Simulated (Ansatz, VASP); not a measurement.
## BaS: VASP beside Ansatz

POSCAR

```
BaS
1.0
    4.0553494845      0.0000000000      0.0000000000
    0.0000000000      3.8337582573      0.0000000000
    0.0000000000      0.0000000000      3.8337582573
Ba S
1 1
Direct
    0.0000000000      0.0000000000      0.0000000000
    0.5000000000      0.5000000000      0.5000000000
```

INCAR.step1

```
PREC = Accurate
ENCUT = 400
EDIFF = 1E-5
ISMEAR = 0
SIGMA = 0.01
LREAL = F
LASPH = T
NELM = 120
ALGO = Normal
ISIF = 2
LWAVE = T
GGA = PE
NBANDS = 15
GGA_COMPAT = F
```

Contents of INCAR.step2:

```
PREC = Accurate
ENCUT = 400
EDIFF = 1E-6
ISMEAR = 0
SIGMA = 0.01
LREAL = F
LASPH = T
NELM = 120
ALGO = Normal
ISIF = 2
LWAVE = F
LCHARG = T
GGA = PE
LHFCALC = T
HFSCREEN = 0.2079
PRECFOCK = Normal
LELF = T
LVHAR = T
ISTART = 1
NBANDS = 15
GGA_COMPAT = F
```

KPOINTS

```
regular mesh
0
Gamma
  4 4 4
```

Input for Ansatz:

```yaml
crystal:
  lattice:
    - [4.0553494845, 0.0, 0.0]
    - [0.0, 3.8337582573, 0.0]
    - [0.0, 0.0, 3.8337582573]
  atoms:
    - { symbol: Ba, position: [0.0, 0.0, 0.0] }
    - { symbol: S, position: [0.5, 0.5, 0.5] }
kpoints:
  mp_grid: { grid: [4, 4, 4] }
  band_path:
    path: [[0.0, 0.0, 0.0], [0.0, 0.5, 0.0], [0.5, 0.5, 0.0], [0.5, 0.5, 0.5]]
    npoints: 1
hamiltonian:
  xc: hse06
scf:
  occupations: { method: fixed }
  n_extra_bands: 4
output:
  forces: true
  stress: true
  eigenvalues: true
  write_density: true
  write_potential: true
  elf: true
  volumetric_format: npy
```

Change from the starting cell: uniaxial_x strain +5.8%.

Alike in both runs: task single point; functional HSE06; k mesh 4 × 4 × 4; no spin polarisation.

|  | VASP | Ansatz |
| --- | --- | --- |
| version | VASP 6.6.1 | Ansatz 0.2.0 |
| potentials or method | VASP PAW PBE potentials, release 64 (Ba_sv, S) | plane waves, PAW |
| plane-wave cutoff (eV) | 400 | 420 |
| occupations | gaussian, width 0.01 eV | fixed |
| valence electrons in the cell | 16 | 16 |

|  | VASP | Ansatz | Ansatz less VASP |
| --- | --- | --- | --- |
| gap on the k mesh at the Fermi level (eV) | 2.20 | 2.30 | +0.098 |
| pressure (GPa) | -2.1 | -2.7 | -0.64 |
| traceless stress, the component that is largest in VASP (GPa) | -4.26 | -4.24 | +0.025 |

Ansatz's warnings: stress exchange threshold loose, stress scf threshold loose.

Spin-orbit coupling is off throughout.
